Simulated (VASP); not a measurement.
# C (Fm-3m) in VASP: notebook

Runs on C. Level: PBE. Tasks: single point, relaxation of cell and atoms.

Program: VASP 6.6.1. These are calculated values, not measurements. Logs are shortened: lines on timing, memory, paths and dates and some standing lists are left out, and cuts for length are marked.

## 1. The cell of the first run

The structure is cubic, space group Fm-3m (No. 225). Conventional cell: a = 3.067 Å, b = 3.067 Å, c = 3.067 Å, α = 90.00°, β = 90.00°, γ = 90.00°. Within 2.9 Å of C (site symmetry m-3m) lie 12 C at 2.17 Å.

## 2. Single point, PBE

File INCAR:

```
SYSTEM = C
  PREC = Accurate
  ENCUT = 520
  EDIFF = 1E-7
  ISMEAR = -1
  SIGMA = 0.08
  LREAL = .FALSE.
  LASPH = .TRUE.
  NELM = 100
  ALGO = Normal
  ISIF = 2
  LWAVE = .FALSE.
  LCHARG = .FALSE.
  GGA = PE
  NBANDS = 8
```

File KPOINTS:

```
Automatic mesh
0
G
  22 22 22
  0 0 0
```

File POSCAR:

```
C
1.0
    0.0000000000      1.5334980875      1.5334980875
    1.5334980875      0.0000000000      1.5334980875
    1.5334980875      1.5334980875      0.0000000000
C
1
Direct
    0.0000000000      0.0000000000      0.0000000000
```

Potentials or basis: VASP PAW PBE potentials, release 64 (C).

The run is started by

```console
> cat potpaw_PBE.64/C/POTCAR > POTCAR
> mpirun -np 1 vasp_std > vasp.out
```

OUTCAR:

```text
SYSTEM = C
   PREC = Accurate
   ENCUT = 520
   EDIFF = 1E-7
   ISMEAR = -1
   LREAL = .FALSE.
   LASPH = .TRUE.
   NELM = 100
   ISIF = 2
   GGA = PE

 ion  position               nearest neighbor table
   1  0.000  0.000  0.000-

  LATTYP: Found a face centered cubic cell.
 ALAT       =     3.0669961750

  Lattice vectors:

 A1 = (   0.0000000000,   1.5334980875,   1.5334980875)
 A2 = (   1.5334980875,   0.0000000000,   1.5334980875)
 A3 = (   1.5334980875,   1.5334980875,   0.0000000000)

Analysis of symmetry for initial positions (statically):
=====================================================================
 Subroutine PRICEL returns:
 Original cell was already a primitive cell.

 Routine SETGRP: Setting up the symmetry group for a
 face centered cubic supercell.

 Subroutine GETGRP returns: Found 48 space group operations
 (whereof 48 operations were pure point group operations)
 out of a pool of 48 trial point group operations.

The static configuration has the point symmetry O_h .

Analysis of symmetry for dynamics (positions and initial velocities):
=====================================================================
 Subroutine PRICEL returns:
 Original cell was already a primitive cell.

 Routine SETGRP: Setting up the symmetry group for a
 face centered cubic supercell.

 Subroutine GETGRP returns: Found 48 space group operations
 (whereof 48 operations were pure point group operations)
 out of a pool of 48 trial point group operations.

The dynamic configuration has the point symmetry O_h .

 Subroutine INISYM returns: Found 48 space group operations
 (whereof 48 operations are pure point group operations),
 and found     1 'primitive' translations

----------------------------------------------------------------------------------------

                                     Primitive cell

  volume of cell :       7.2124

  direct lattice vectors                    reciprocal lattice vectors
     0.000000000  1.533498087  1.533498087    -0.326051923  0.326051923  0.326051923
     1.533498087  0.000000000  1.533498087     0.326051923 -0.326051923  0.326051923
     1.533498087  1.533498087  0.000000000     0.326051923  0.326051923 -0.326051923

  length of vectors
     2.168693793  2.168693793  2.168693793     0.564738496  0.564738496  0.564738496

  position of ions in fractional coordinates (direct lattice)
     0.000000000  0.000000000  0.000000000

  ion indices of the primitive-cell ions
   primitive index   ion index
                 1           1

----------------------------------------------------------------------------------------

 KPOINTS: Automatic mesh

Automatic generation of k-mesh.
 Grid dimensions read from file:
 generate k-points for:   22   22   22

 Generating k-lattice:

  Cartesian coordinates                     Fractional coordinates (reciprocal lattice)
    -0.014820542  0.014820542  0.014820542     0.045454545  0.000000000  0.000000000
     0.014820542 -0.014820542  0.014820542     0.000000000  0.045454545  0.000000000
     0.014820542  0.014820542 -0.014820542     0.000000000  0.000000000  0.045454545

  Length of vectors
     0.025669932  0.025669932  0.025669932

  Shift w.r.t. Gamma in fractional coordinates (k-lattice)
     0.000000000  0.000000000  0.000000000

 Subroutine IBZKPT returns following result:
 ===========================================

 Found    328 irreducible k-points:

 Following reciprocal coordinates:
            Coordinates               Weight
  0.000000  0.000000  0.000000      1.000000
  0.045455  0.000000  0.000000      8.000000
  0.090909  0.000000  0.000000      8.000000
  0.136364  0.000000  0.000000      8.000000
  0.181818  0.000000  0.000000      8.000000
  0.227273  0.000000  0.000000      8.000000
[... 16 lines left out ...]
  0.500000  0.045455  0.000000     24.000000
 -0.454545  0.045455  0.000000     24.000000
 [... further k-points ...]
   k-points           NKPTS =    328   k-points in BZ     NKDIM =    328   number of bands    NBANDS=      8
   number of dos      NEDOS =    301   number of ions     NIONS =      1
   total plane-waves  NPLWV =   4096
   dimension x,y,z NGX =    16 NGY =   16 NGZ =   16
   dimension x,y,z NGXF=    32 NGYF=   32 NGZF=   32
   ions per type =               1
   NGX,Y,Z   is equivalent  to a cutoff of  12.27, 12.27, 12.27 a.u.
   NGXF,Y,Z  is equivalent  to a cutoff of  24.53, 24.53, 24.53 a.u.
 SYSTEM =  C
   PREC   = accura    normal or accurate (medium, high low for compatibility)
   ISTART =      0    job   : 0-new  1-cont  2-samecut
   ICHARG =      2    charge: 1-file 2-atom 10-const
   ISPIN  =      1    spin polarized calculation?
   LNONCOLLINEAR =      F non collinear calculations
   LSORBIT =      F    spin-orbit coupling
   LASPH  =      T    aspherical Exc in radial PAW
   ENCUT  =  520.0 eV  38.22 Ry    6.18 a.u.   4.03  4.03  4.03*2*pi/ulx,y,z
   NELM   =    100;   NELMIN=  2; NELMDL= -5     # of ELM steps
   EDIFF  = 0.1E-06   stopping-criterion for ELM
   LREAL  =      F    real-space projection
   EDIFFG = 0.1E-05   stopping-criterion for IOM
   NSW    =      0    number of steps for IOM
   IBRION =     -1    ionic relax: 0-MD 1-quasi-New 2-CG
   NFREE  =      0    steps in history (QN), initial steepest desc. (CG)
   ISIF   =      2    stress and relaxation
   ISYM   =      2    0-nonsym 1-usesym 2-fastsym
   POTIM  = 0.5000    time-step for ionic-motion
   TEBEG  =    0.0;   TEEND  =   0.0 temperature during run
   PSTRESS=    0.0 pullay stress
   NELECT =       4.0000    total number of electrons
   NUPDOWN=      -1.0000    fix difference up-down
   EMIN   =  10.00;   EMAX   =-10.00  energy-range for DOS
   EFERMI =   0.00;   METHOD = LEGACY
   ISMEAR =    -1;   SIGMA  =   0.08  broadening in eV -4-tet -1-fermi 0-gaus
   EFERMI_NEDOS =   21; number of points for ismear=-14 and -15
   IALGO  =     38    algorithm
   IMIX   =      4    mixing-type and parameters
     AMIX     =   0.40;   BMIX     =  1.00
     AMIX_MAG =   1.60;   BMIX_MAG =  1.00
  volume/ion in A,a.u.               =       7.21        48.67
  Fermi-wavevector in a.u.,A,eV,Ry     =   1.345039  2.541755 24.614712  1.809130
  Thomas-Fermi vector in A             =   2.472984
   LORBIT       =      0    0 simple, 1 ext, 2 COOP (PROOUT), +10 PAW based schemes
   GGA     = PE    functional components
   LHFCALC =     F    Hartree Fock is set to
   AEXX    =    0.0000 exact exchange contribution
   IVDW    =     0    specifies the selected vdW correction
   LEPSILON=     F    determine dielectric tensor
   LRPA    =     F    only Hartree local field effects (RPA)
 non-spin polarized calculation
  energy-cutoff  :      520.00
  volume of cell :        7.21
 maximum number of plane-waves:       202
   NGX =  9   NGY =  9   NGZ =  9

 number of electron       4.0000000 magnetization

 Free energy of the ion-electron system (eV)
  ---------------------------------------------------
  ext. energy  EPLUGINS =         0.00000000
  ---------------------------------------------------
  free energy    TOTEN  =        -4.66496897 eV

  energy without entropy =       -4.65559951  energy(sigma->0) =       -4.66028424

 E-fermi :   7.7755     XC(G=0): -12.7495

 val. band max:        7.7637910258   @ k =   0.3636   0.1818   0.0000
 cond. band min:       7.7847990820   @ k =   0.4091   0.2727   0.0000
 fundamental gap:      0.0210080562
 Fermi energy:         7.7754629474

 k-point     1 :       0.0000    0.0000    0.0000
  band No.  band energies     occupation
      1     -11.1398      2.00000
      2      15.8469      0.00000
      3      15.8469      0.00000
      4      15.8469      0.00000
      5      37.9565      0.00000
      6      37.9565      0.00000
      7      37.9565      0.00000
      8      39.1323      0.00000

 k-point     2 :       0.0455    0.0000    0.0000
  band No.  band energies     occupation
      1     -11.0567      2.00000
      2      15.5941      0.00000
      3      15.8029      0.00000
      4      15.8029      0.00000
      5      37.0543      0.00000
      6      38.0839      0.00000
      7      38.0839      0.00000
      8      39.0956      0.00000

 k-point     3 :       0.0909    0.0000    0.0000
  band No.  band energies     occupation
      1     -10.8076      2.00000
      2      14.8486      0.00000
      3      15.6768      0.00000
      4      15.6768      0.00000
      5      35.5904      0.00000
      6      38.4202      0.00000
      7      38.4202      0.00000
      8      38.9841      0.00000

 k-point     4 :       0.1364    0.0000    0.0000
  band No.  band energies     occupation
      1     -10.3929      2.00000
      2      13.6592      0.00000
      3      15.4860      0.00000
      4      15.4860      0.00000
      5      34.3632      0.00000
      6      38.7948      0.00000
      7      38.8024      0.00000
      8      38.8024      0.00000

 k-point     5 :       0.1818    0.0000    0.0000
  band No.  band energies     occupation
      1      -9.8138      2.00000
      2      12.1084      0.00000
      3      15.2537      0.00000
      4      15.2537      0.00000
      5      33.4941      0.00000
      6      38.5225      0.00000
      7      38.9220      0.00000
      8      38.9220      0.00000
[... 177 lines left out ...]
 k-point    22 :       0.4545    0.0455    0.0000
  band No.  band energies     occupation
      1      -3.4642      2.00000
      2       1.1594      2.00000
      3      13.9605      0.00000
      4      14.0287      0.00000
      5      32.6803      0.00000
      6      33.8046      0.00000
      7      35.9187      0.00000
      8      38.2758      0.00000

 k-point    23 :       0.5000    0.0455    0.0000
  band No.  band energies     occupation
      1      -1.9333      2.00000
      2      -0.5772      2.00000
      3      13.8929      0.00000
      4      13.9970      0.00000
      5      32.7548      0.00000
      6      33.6607      0.00000
      7      35.6455      0.00000
      8      38.2012      0.00000

 k-point    24 :      -0.4545    0.0455    0.0000
  band No.  band energies     occupation
      1      -2.4347      2.00000
      2      -0.0344      2.00000
      3      13.8145      0.00000
      4      14.0936      0.00000
      5      32.7729      0.00000
      6      33.7437      0.00000
      7      35.5884      0.00000
      8      38.2374      0.00000

 [... further k-points ...]

------------------------ aborting loop because EDIFF is reached ----------------------------------------

  FORCE on cell =-STRESS in cart. coord.  units (eV):
  Direction    XX          YY          ZZ          XY          YZ          ZX
  --------------------------------------------------------------------------------------
  -------------------------------------------------------------------------------------
  Total        0.0941658      0.0941658      0.0941658      0.0000000     -0.0000000      0.0000000
  in kB       20.9181866     20.9181866     20.9181866      0.0000000     -0.0000000      0.0000000
  external PRESSURE =      20.9181866 kB  Pullay stress =       0.0000000 kB

 VOLUME and BASIS-vectors are now :
 -----------------------------------------------------------------------------
  energy-cutoff  :      520.00
  volume of cell :        7.21
      direct lattice vectors                 reciprocal lattice vectors
     0.000000000  1.533498087  1.533498087    -0.326051923  0.326051923  0.326051923
     1.533498087  0.000000000  1.533498087     0.326051923 -0.326051923  0.326051923
     1.533498087  1.533498087  0.000000000     0.326051923  0.326051923 -0.326051923

 POSITION                                       TOTAL-FORCE (eV/Angst)
 -----------------------------------------------------------------------------------
      0.00000      0.00000      0.00000        -0.000000      0.000000      0.000000
 -----------------------------------------------------------------------------------
    total drift:                               -0.000000      0.000000     -0.000000

  FREE ENERGIE OF THE ION-ELECTRON SYSTEM (eV)
  ---------------------------------------------------
  free  energy   TOTEN  =        -4.6649689654 eV

  energy  without entropy=       -4.6555995064  energy(sigma->0) =       -4.66028424
```

It took 7.3 s on 1 thread of Intel Xeon 8259CL, shared host; peak memory 0.12 GiB.

Results:

```
Free energy            : -4.6650 eV
Pressure               : 2.1 GPa
Band gap on the k mesh : zero (band 2 reaches 15.85 eV, above the bottom of band 3 at 4.56 eV)
```

## 3. Relaxation of cell and atoms, PBE, target pressure 2 GPa, at which the enthalpy is minimised

File INCAR:

```
SYSTEM = C
PREC = Accurate ; ENCUT = 600
EDIFF = 1E-6 ; ISMEAR = -1
SIGMA = 0.08 ; LREAL = .False.
LASPH = .True. ; NELM = 60
ALGO = Normal ; ISIF = 3
LWAVE = .False. ; LCHARG = .False.
GGA = PE ; IBRION = 2
NSW = 60 ; EDIFFG = -0.005
PSTRESS = 20.0
```

File KPOINTS:

```
regular mesh
0
Gamma
  22 22 22
  0 0 0
```

File POSCAR:

```
C
1.0
    0.0000000000      1.5335781556      1.5335781556
    1.5335781556      0.0000000000      1.5335781556
    1.5335781556      1.5335781556      0.0000000000
C
1
Direct
    0.0000000000      0.0000000000      0.0000000000
```

Potentials or basis: VASP PAW PBE potentials, release 64 (C).

The run is started by

```console
> cat potpaw_PBE.64/C/POTCAR > POTCAR
> mpirun -np 1 vasp_std > vasp.out
```

Wall time 23 s (1 thread of Intel Xeon 8259CL, shared host); peak memory 0.12 GiB.

It converged, with:

- Free energy: -4.6654 eV
- Pressure after relaxing: 1.9 GPa
- Band gap on the k mesh: zero (band 2 reaches 15.84 eV, above the bottom of band 3 at 4.56 eV)

Final structure:
```cif
data_structure
_symmetry_space_group_name_H-M 'P 1'
_symmetry_Int_Tables_number 1
_cell_length_a 2.1688
_cell_length_b 2.1688
_cell_length_c 2.1688
_cell_angle_alpha 60.000
_cell_angle_beta 60.000
_cell_angle_gamma 60.000
_cell_volume 7.21
loop_
_atom_site_label
_atom_site_type_symbol
_atom_site_fract_x
_atom_site_fract_y
_atom_site_fract_z
_atom_site_occupancy
C1 C 0.00000 0.00000 0.00000 1
```

Levels at points of the mesh, in eV from the Fermi level:
```csv
k point,band 1,band 2,band 3,band 4,band 5,band 6
"(0.00, 0.00, 0.00)",-18.91,8.07,8.07,8.07,30.18,30.18
"(0.50, 0.00, 0.00)",-9.46,-8.75,6.33,6.33,24.86,27.60
"(0.50, 0.50, 0.00)",-6.84,-5.50,2.27,2.27,14.85,16.35
```

Caveat: the relaxation stopped at its first step, so nothing moved; the cell is relaxed towards a set pressure, so the enthalpy falls and the energy may rise.

## 4. Relaxation of cell and atoms, PBE, target pressure 2 GPa, at which the enthalpy is minimised

File INCAR:

```
ALGO = Normal ; EDIFF = 1E-6
EDIFFG = -0.005 ; ENCUT = 600
GGA = PE ; IBRION = 2
ISIF = 3 ; ISMEAR = -1
LASPH = T ; LCHARG = F
LREAL = F ; LWAVE = F
NELM = 100 ; NSW = 32
PREC = Accurate ; PSTRESS = 20.0
SIGMA = 0.08
```

File KPOINTS:

```
k-points
0
Gamma
  22 22 22
```

File POSCAR:

```
C
1.0
    0.0000000000      1.5334980875      1.5334980875
    1.5334980875      0.0000000000      1.5334980875
    1.5334980875      1.5334980875      0.0000000000
C
1
Direct
    0.0000000000      0.0000000000      0.0000000000
```

Potentials or basis: VASP PAW PBE potentials, release 64 (C).

The run is started by

```console
> cat potpaw_PBE.64/C/POTCAR > POTCAR
> mpirun -np 1 vasp_std > vasp.out
```

OUTCAR:

```text
EDIFF = 1E-6
   EDIFFG = -0.005
   ENCUT = 600
   GGA = PE
   IBRION = 2
   ISIF = 3
   ISMEAR = -1
   LASPH = T
   LREAL = F
   NELM = 100
   NSW = 32
   PREC = Accurate
   PSTRESS = 20.0

 ion  position               nearest neighbor table
   1  0.000  0.000  0.000-

  LATTYP: Found a face centered cubic cell.
 ALAT       =     3.0669961750

  Lattice vectors:

 A1 = (   0.0000000000,   1.5334980875,   1.5334980875)
 A2 = (   1.5334980875,   0.0000000000,   1.5334980875)
 A3 = (   1.5334980875,   1.5334980875,   0.0000000000)

Analysis of symmetry for initial positions (statically):
=====================================================================
 Subroutine PRICEL returns:
 Original cell was already a primitive cell.

 Routine SETGRP: Setting up the symmetry group for a
 face centered cubic supercell.

 Subroutine GETGRP returns: Found 48 space group operations
 (whereof 48 operations were pure point group operations)
 out of a pool of 48 trial point group operations.

The static configuration has the point symmetry O_h .

[... 159 lines left out ...]
 E-fermi :   7.7750     XC(G=0): -12.7494

 val. band max:        7.7632414812   @ k =   0.3636   0.1818   0.0000
 cond. band min:       7.7842253978   @ k =   0.4091   0.2727   0.0000
 fundamental gap:      0.0209839165
 Fermi energy:         7.7749911264

 k-point     1 :       0.0000    0.0000    0.0000
  band No.  band energies     occupation
      1     -11.1409      2.00000
      2      15.8449      0.00000
      3      15.8449      0.00000
      4      15.8449      0.00000
      5      37.9565      0.00000
      6      37.9565      0.00000
[... 199 lines left out ...]
 k-point    24 :      -0.4545    0.0455    0.0000
  band No.  band energies     occupation
      1      -2.4356      2.00000
      2      -0.0349      2.00000
      3      13.8130      0.00000
      4      14.0914      0.00000
      5      32.7720      0.00000
      6      33.7418      0.00000

 [... further k-points ...]

------------------------ aborting loop because EDIFF is reached ----------------------------------------

  FORCE on cell =-STRESS in cart. coord.  units (eV):
  Direction    XX          YY          ZZ          XY          YZ          ZX
  --------------------------------------------------------------------------------------
  -------------------------------------------------------------------------------------
  Total        0.0861967      0.0861967      0.0861967      0.0000000     -0.0000000      0.0000000
  in kB       19.1479074     19.1479074     19.1479074      0.0000000     -0.0000000      0.0000000
  external PRESSURE =      -0.8520926 kB  Pullay stress =      20.0000000 kB

 VOLUME and BASIS-vectors are now :
 -----------------------------------------------------------------------------
  energy-cutoff  :      600.00
  volume of cell :        7.21
      direct lattice vectors                 reciprocal lattice vectors
     0.000000000  1.533498087  1.533498087    -0.326051923  0.326051923  0.326051923
     1.533498087  0.000000000  1.533498087     0.326051923 -0.326051923  0.326051923
     1.533498087  1.533498087  0.000000000     0.326051923  0.326051923 -0.326051923

 POSITION                                       TOTAL-FORCE (eV/Angst)
 -----------------------------------------------------------------------------------
      0.00000      0.00000      0.00000        -0.000000      0.000000      0.000000
 -----------------------------------------------------------------------------------
    total drift:                               -0.000000      0.000000     -0.000000

  FREE ENERGIE OF THE ION-ELECTRON SYSTEM (eV)
  ---------------------------------------------------
  free  energy   TOTEN  =        -4.6653591831 eV

  energy  without entropy=       -4.6559884913  energy(sigma->0) =       -4.66067384

  enthalpy is  TOTEN    =        -4.5753267214 eV   P V=        0.0900324617

 reached required accuracy - stopping structural energy minimisation
```

It took 24 s on 1 thread of Intel Xeon 8259CL, shared host; peak memory 0.12 GiB.

What came out:

```yaml
Free_energy: -4.6654 eV
Pressure_after_relaxing: 1.9 GPa
Band_gap_on_the_k_mesh: zero (band 2 reaches 15.84 eV, above the bottom of band 3 at 4.56 eV)
```

Final structure:
```
CELL_PARAMETERS angstrom
0.00000 1.53350 1.53350
1.53350 0.00000 1.53350
1.53350 1.53350 0.00000
ATOMIC_POSITIONS crystal
C 0.00000 0.00000 0.00000
```

Caveat: the relaxation stopped at its first step, so nothing moved; the cell is relaxed towards a set pressure, so the enthalpy falls and the energy may rise.
